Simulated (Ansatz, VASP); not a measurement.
## One calculation of TiAl, two programs

```
Ti Al
1.0
     3.03817    0.00000    0.00000
     0.00000    3.29591    0.00000
     0.00000    0.00000    3.12409
Ti Al
1 1
Direct
  0.00000 0.00000 0.00000
  0.50000 0.50000 0.50000
```

Change from the starting cell: normal strain along x -0.0275, normal strain along y +0.0550.

Alike in both runs: task single point; functional LDA; k mesh 14 × 14 × 14; occupations gaussian, width 0.15 eV; no spin polarisation.

|  | VASP | Ansatz |
| --- | --- | --- |
| version | VASP 6.6.1 | Ansatz 0.2.0 |
| potentials or method | VASP PAW LDA potentials, release 64 (Ti_sv, Al), cutoff 520 eV | scalar-relativistic, plane waves, PAW |
| valence electrons in the cell | 15 | 15 |

```csv
,VASP,Ansatz,Ansatz less VASP
gap on the k mesh at the Fermi level (eV),none,none,-
pressure (GPa),-2.7,-2.9,-0.18
"traceless stress, the component that is largest in VASP (GPa)",3.60,3.59,-0.009
```

Ansatz warns that its potentials were made for another functional, while VASP's fit it. LDA's correlation is that of Perdew and Zunger in VASP and of Perdew and Wang (1992) in Ansatz. A gap of «none» marks a metal or a gap that the smearing closes.
